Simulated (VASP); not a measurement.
# NbC4 (Pm-3m) in VASP: relaxation of cell and atoms with PBE

Aim: the relaxation of cell and atoms of NbC4 with PBE.

Program: VASP 6.6.1. These are calculated values, not measurements. Logs are shortened: lines on timing, memory, paths and dates and some standing lists are left out, and cuts for length are marked.

**1. The cell of the first run**

Symmetry: Pm-3m, No. 221, cubic system. Conventional cell: a = 4.178 Å, b = 4.178 Å, c = 4.178 Å, α = 90.00°, β = 90.00°, γ = 90.00°. Nb (site symmetry m-3m) has 6 C at 2.09 Å within 2.8 Å. C (site symmetry 4/mmm) has 2 Nb at 2.09 Å within 2.8 Å. Within 3.9 Å of C (site symmetry m-3m) lie 12 C at 2.95 Å and 8 Nb at 3.62 Å.

**2. Relaxation of cell and atoms, PBE**

Input file INCAR:

```
  PREC = Accurate
  ENCUT = 600
  EDIFF = 1E-6
  ISMEAR = 0
  SIGMA = 0.1
  LREAL = F
  LASPH = T
  NELM = 100
  ALGO = Normal
  ISIF = 3
  LWAVE = F
  LCHARG = F
  GGA = PE
  IBRION = 2
  NSW = 100
  EDIFFG = -0.01
```

Input file KPOINTS:

```
Automatic mesh
0
Gamma
  10 10 10
```

Input file POSCAR:

```
NbC4
1.0
    4.1776938438      0.0000000000      0.0000000000
    0.0000000000      4.1776938438      0.0000000000
    0.0000000000      0.0000000000      4.1776938438
Nb C
1 4
Direct
    0.0000000000      0.0000000000      0.0000000000
    0.5000000000      0.0000000000      0.0000000000
    0.0000000000      0.5000000000      0.0000000000
    0.0000000000      0.0000000000      0.5000000000
    0.5000000000      0.5000000000      0.5000000000
```

Potentials or basis: VASP PAW PBE potentials, release 64 (Nb_sv, C).

Run with:

```
$ cat potpaw_PBE.64/Nb_sv/POTCAR potpaw_PBE.64/C/POTCAR > POTCAR
$ mpirun -np 1 vasp_std > vasp.out
```

OUTCAR:

```text
PREC = Accurate
   ENCUT = 600
   EDIFF = 1E-6
   ISMEAR = 0
   LREAL = F
   LASPH = T
   NELM = 100
   ISIF = 3
   GGA = PE
   IBRION = 2
   NSW = 100
   EDIFFG = -0.01

 ion  position               nearest neighbor table
   1  0.000  0.000  0.000-   2 2.09   3 2.09   4 2.09   4 2.09   3 2.09   2 2.09
   2  0.500  0.000  0.000-   1 2.09   1 2.09
   3  0.000  0.500  0.000-   1 2.09   1 2.09
   4  0.000  0.000  0.500-   1 2.09   1 2.09
   5  0.500  0.500  0.500-

  LATTYP: Found a simple cubic cell.
 ALAT       =     4.1776938438

  Lattice vectors:

 A1 = (   4.1776938438,   0.0000000000,   0.0000000000)
 A2 = (   0.0000000000,   4.1776938438,   0.0000000000)
 A3 = (   0.0000000000,   0.0000000000,   4.1776938438)

Analysis of symmetry for initial positions (statically):
=====================================================================
 Subroutine PRICEL returns:
 Original cell was already a primitive cell.

 Routine SETGRP: Setting up the symmetry group for a
 simple cubic supercell.

 Subroutine GETGRP returns: Found 48 space group operations
 (whereof 48 operations were pure point group operations)
 out of a pool of 48 trial point group operations.

The static configuration has the point symmetry O_h .

Analysis of symmetry for dynamics (positions and initial velocities):
=====================================================================
 Subroutine PRICEL returns:
 Original cell was already a primitive cell.

 Routine SETGRP: Setting up the symmetry group for a
 simple cubic supercell.

 Subroutine GETGRP returns: Found 48 space group operations
 (whereof 48 operations were pure point group operations)
 out of a pool of 48 trial point group operations.

The dynamic configuration has the point symmetry O_h .

 Subroutine INISYM returns: Found 48 space group operations
 (whereof 48 operations are pure point group operations),
 and found     1 'primitive' translations

----------------------------------------------------------------------------------------

                                     Primitive cell

  volume of cell :      72.9138

  direct lattice vectors                    reciprocal lattice vectors
     4.177693844  0.000000000  0.000000000     0.239366511  0.000000000  0.000000000
     0.000000000  4.177693844  0.000000000     0.000000000  0.239366511  0.000000000
     0.000000000  0.000000000  4.177693844     0.000000000  0.000000000  0.239366511

  length of vectors
     4.177693844  4.177693844  4.177693844     0.239366511  0.239366511  0.239366511

  position of ions in fractional coordinates (direct lattice)
     0.000000000  0.000000000  0.000000000
     0.500000000  0.000000000  0.000000000
     0.000000000  0.500000000  0.000000000
     0.000000000  0.000000000  0.500000000
     0.500000000  0.500000000  0.500000000

  ion indices of the primitive-cell ions
   primitive index   ion index
                 1           1
                 2           2
                 3           3
                 4           4
                 5           5

----------------------------------------------------------------------------------------

 KPOINTS: Automatic mesh

Automatic generation of k-mesh.
 Grid dimensions read from file:
 generate k-points for:   10   10   10

 Generating k-lattice:

  Cartesian coordinates                     Fractional coordinates (reciprocal lattice)
     0.023936651  0.000000000  0.000000000     0.100000000  0.000000000  0.000000000
     0.000000000  0.023936651  0.000000000     0.000000000  0.100000000  0.000000000
     0.000000000  0.000000000  0.023936651     0.000000000  0.000000000  0.100000000

  Length of vectors
     0.023936651  0.023936651  0.023936651

  Shift w.r.t. Gamma in fractional coordinates (k-lattice)
     0.000000000  0.000000000  0.000000000

 Subroutine IBZKPT returns following result:
 ===========================================

 Found     56 irreducible k-points:

 Following reciprocal coordinates:
            Coordinates               Weight
  0.000000  0.000000  0.000000      1.000000
  0.100000  0.000000  0.000000      6.000000
  0.200000  0.000000  0.000000      6.000000
  0.300000  0.000000  0.000000      6.000000
  0.400000  0.000000  0.000000      6.000000
  0.500000  0.000000  0.000000      3.000000
[... 16 lines left out ...]
  0.200000  0.100000  0.100000     24.000000
  0.300000  0.100000  0.100000     24.000000
 [... further k-points ...]
   k-points           NKPTS =     56   k-points in BZ     NKDIM =     56   number of bands    NBANDS=     18
   number of dos      NEDOS =    301   number of ions     NIONS =      5
   total plane-waves  NPLWV =  46656
   dimension x,y,z NGX =    36 NGY =   36 NGZ =   36
   dimension x,y,z NGXF=    72 NGYF=   72 NGZF=   72
   ions per type =               1   4
   NGX,Y,Z   is equivalent  to a cutoff of  14.33, 14.33, 14.33 a.u.
   NGXF,Y,Z  is equivalent  to a cutoff of  28.65, 28.65, 28.65 a.u.
 SYSTEM =  unknown system
   PREC   = accura    normal or accurate (medium, high low for compatibility)
   ISTART =      0    job   : 0-new  1-cont  2-samecut
   ICHARG =      2    charge: 1-file 2-atom 10-const
   ISPIN  =      1    spin polarized calculation?
   LNONCOLLINEAR =      F non collinear calculations
   LSORBIT =      F    spin-orbit coupling
   LASPH  =      T    aspherical Exc in radial PAW
   ENCUT  =  600.0 eV  44.10 Ry    6.64 a.u.   8.34  8.34  8.34*2*pi/ulx,y,z
   NELM   =    100;   NELMIN=  2; NELMDL= -5     # of ELM steps
   EDIFF  = 0.1E-05   stopping-criterion for ELM
   LREAL  =      F    real-space projection
   EDIFFG = -.1E-01   stopping-criterion for IOM
   NSW    =    100    number of steps for IOM
   IBRION =      2    ionic relax: 0-MD 1-quasi-New 2-CG
   NFREE  =      1    steps in history (QN), initial steepest desc. (CG)
   ISIF   =      3    stress and relaxation
   ISYM   =      2    0-nonsym 1-usesym 2-fastsym
   POTIM  = 0.5000    time-step for ionic-motion
   TEBEG  =    0.0;   TEEND  =   0.0 temperature during run
   PSTRESS=    0.0 pullay stress
   NELECT =      29.0000    total number of electrons
   NUPDOWN=      -1.0000    fix difference up-down
   EMIN   =  10.00;   EMAX   =-10.00  energy-range for DOS
   EFERMI =   0.00;   METHOD = LEGACY
   ISMEAR =     0;   SIGMA  =   0.10  broadening in eV -4-tet -1-fermi 0-gaus
   EFERMI_NEDOS =   21; number of points for ismear=-14 and -15
   IALGO  =     38    algorithm
   IMIX   =      4    mixing-type and parameters
     AMIX     =   0.40;   BMIX     =  1.00
     AMIX_MAG =   1.60;   BMIX_MAG =  1.00
  volume/ion in A,a.u.               =      14.58        98.41
  Fermi-wavevector in a.u.,A,eV,Ry     =   1.203938  2.275113 19.721201  1.449467
  Thomas-Fermi vector in A             =   2.339678
   LORBIT       =      0    0 simple, 1 ext, 2 COOP (PROOUT), +10 PAW based schemes
   GGA     = PE    functional components
   LHFCALC =     F    Hartree Fock is set to
   AEXX    =    0.0000 exact exchange contribution
   IVDW    =     0    specifies the selected vdW correction
   LEPSILON=     F    determine dielectric tensor
   LRPA    =     F    only Hartree local field effects (RPA)
 conjugate gradient relaxation of ions
 non-spin polarized calculation
 Gauss-broadening in eV      SIGMA  =   0.10
  energy-cutoff  :      600.00
  volume of cell :       72.91
 maximum number of plane-waves:      2469
 NGX is ok and might be reduce to    36
   NGX = 17   NGY = 17   NGZ = 17

--------------------------------------- Ionic step        1  -------------------------------------------

 number of electron      29.0000001 magnetization

 Free energy of the ion-electron system (eV)
  ---------------------------------------------------
  ext. energy  EPLUGINS =         0.00000000
  ---------------------------------------------------
  free energy    TOTEN  =       -30.21191646 eV

  energy without entropy =      -30.18839223  energy(sigma->0) =      -30.20015435

------------------------ aborting loop because EDIFF is reached ----------------------------------------

  FORCE on cell =-STRESS in cart. coord.  units (eV):
  Direction    XX          YY          ZZ          XY          YZ          ZX
  --------------------------------------------------------------------------------------
  -------------------------------------------------------------------------------------
  Total       -0.3514580     -0.3514580     -0.3514580     -0.0000000     -0.0000000     -0.0000000
  in kB       -7.7227893     -7.7227893     -7.7227893     -0.0000000     -0.0000000     -0.0000000
  external PRESSURE =      -7.7227893 kB  Pullay stress =       0.0000000 kB
[... 63 lines left out ...]
  energy  without entropy=      -30.1895269143  energy(sigma->0) =      -30.20124232

--------------------------------------- Ionic step        3  -------------------------------------------

 number of electron      29.0000001 magnetization

 Free energy of the ion-electron system (eV)
  ---------------------------------------------------
  ext. energy  EPLUGINS =         0.00000000
  ---------------------------------------------------
  free energy    TOTEN  =       -30.21318565 eV

  energy without entropy =      -30.18971278  energy(sigma->0) =      -30.20144922

 E-fermi :   3.4010     XC(G=0): -10.1456

 val. band max:        3.3762156195   @ k =   0.5000   0.4000   0.2000
 cond. band min:       3.4061044137   @ k =   0.3000   0.3000   0.1000
 fundamental gap:      0.0298887942
 Fermi energy:         3.4009710809

 k-point     1 :       0.0000    0.0000    0.0000
  band No.  band energies     occupation
      1     -50.8014      2.00000
      2     -27.0228      2.00000
      3     -27.0228      2.00000
      4     -27.0228      2.00000
      5      -8.1796      2.00000
      6      -5.8733      2.00000
[... 10 lines left out ...]
     17       4.2904      0.00000
     18       4.6152      0.00000
[... 466 lines left out ...]
      2     -27.0419      2.00000
      3     -27.0232      2.00000
      4     -27.0232      2.00000
      5      -7.4507      2.00000
      6      -5.7885      2.00000
[... 10 lines left out ...]
     17       4.0814      0.00000
     18       4.1664      0.00000

 [... further k-points ...]

------------------------ aborting loop because EDIFF is reached ----------------------------------------

  FORCE on cell =-STRESS in cart. coord.  units (eV):
  Direction    XX          YY          ZZ          XY          YZ          ZX
  --------------------------------------------------------------------------------------
  -------------------------------------------------------------------------------------
  Total        0.0025482      0.0025482      0.0025482      0.0000000      0.0000000      0.0000000
  in kB        0.0563952      0.0563952      0.0563952      0.0000000      0.0000000      0.0000000
  external PRESSURE =       0.0563952 kB  Pullay stress =       0.0000000 kB
[... 20 lines left out ...]
  FREE ENERGIE OF THE ION-ELECTRON SYSTEM (eV)
  ---------------------------------------------------
  free  energy   TOTEN  =       -30.2131856547 eV

  energy  without entropy=      -30.1897127758  energy(sigma->0) =      -30.20144922

 reached required accuracy - stopping structural energy minimisation
```

It took 1.9 min on 1 thread of Intel Xeon 6975P-C (Granite Rapids), shared host; peak memory 0.26 GiB.

Results:

```yaml
Free_energy: -30.2132 eV
Relaxed_volume: 14.48 Å³/atom
Relaxed_cell: a = 4.168 Å, b = 4.168 Å, c = 4.168 Å, α = 90.00°, β = 90.00°, γ = 90.00°
Space_group_after_relaxing_to_0.05_Å: Pm-3m (No. 221)
Energy_gained_by_relaxing: 0.3 meV/atom
Ionic_steps: 3
Pressure_after_relaxing: 0.0 GPa
```

The path:
```
step  energy change (eV)  largest force (eV/Å)  pressure (GPa)  volume (Å³)
   1              0.0000                0.0000           -0.77        72.91
   2             -0.0010                0.0000            0.34        72.17
   3             -0.0013                0.0000            0.01        72.39
```

Final structure:
```cif
data_structure
_symmetry_space_group_name_H-M 'P 1'
_symmetry_Int_Tables_number 1
_cell_length_a 4.1677
_cell_length_b 4.1677
_cell_length_c 4.1677
_cell_angle_alpha 90.000
_cell_angle_beta 90.000
_cell_angle_gamma 90.000
_cell_volume 72.39
loop_
_atom_site_label
_atom_site_type_symbol
_atom_site_fract_x
_atom_site_fract_y
_atom_site_fract_z
_atom_site_occupancy
Nb1 Nb 0.00000 0.00000 0.00000 1
C1 C 0.50000 0.00000 0.00000 1
C2 C 0.00000 0.50000 0.00000 1
C3 C 0.00000 0.00000 0.50000 1
C4 C 0.50000 0.50000 0.50000 1
```
